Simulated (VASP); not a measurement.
Input of a VASP 6.6.1 run:

Contents of INCAR:

```
SYSTEM = Mn
ALGO = Normal
EDIFF = 1E-6
ENCUT = 520
GGA = PE
ISIF = 2
ISMEAR = -1
ISPIN = 2
LASPH = .TRUE.
LCHARG = .FALSE.
LMAXMIX = 4
LORBIT = 11
LREAL = .FALSE.
LWAVE = .FALSE.
MAGMOM = 2.238 -2.238
NBANDS = 24
NELM = 150
PREC = Accurate
SIGMA = 0.05
```

Contents of KPOINTS:

```
k-points
0
G
  13 13 13
  0 0 0
```

The input POSCAR:

```
Mn
1.0
    0.0000000000      2.3410408997      2.3410408997
    2.3410408997      0.0000000000      2.3410408997
    2.3410408997      2.3410408997      0.0000000000
Mn
2
Direct
    0.0000000000      0.0000000000      0.0000000000
    0.5000000000      0.5000000000      0.5000000000
```

Potentials or basis: VASP PAW PBE potentials, release 64 (Mn_pv).

The run is started by

```console
$ cat potpaw_PBE.64/Mn_pv/POTCAR > POTCAR
$ mpirun -np 1 vasp_std > vasp.out
```

**Question.** Estimate the band gap on the k mesh.

**Answer.** Zero (filled and empty bands overlap).

**Question.** Estimate the pressure.

**Answer.** 5.1 GPa.

**Question.** Predict the net moment.

**Answer.** 0.00 μB per cell.

**Question.** Estimate the site moments.

**Answer.** Mn +2.22, -2.22 μB.

Caveat: the cell stands under pressure.
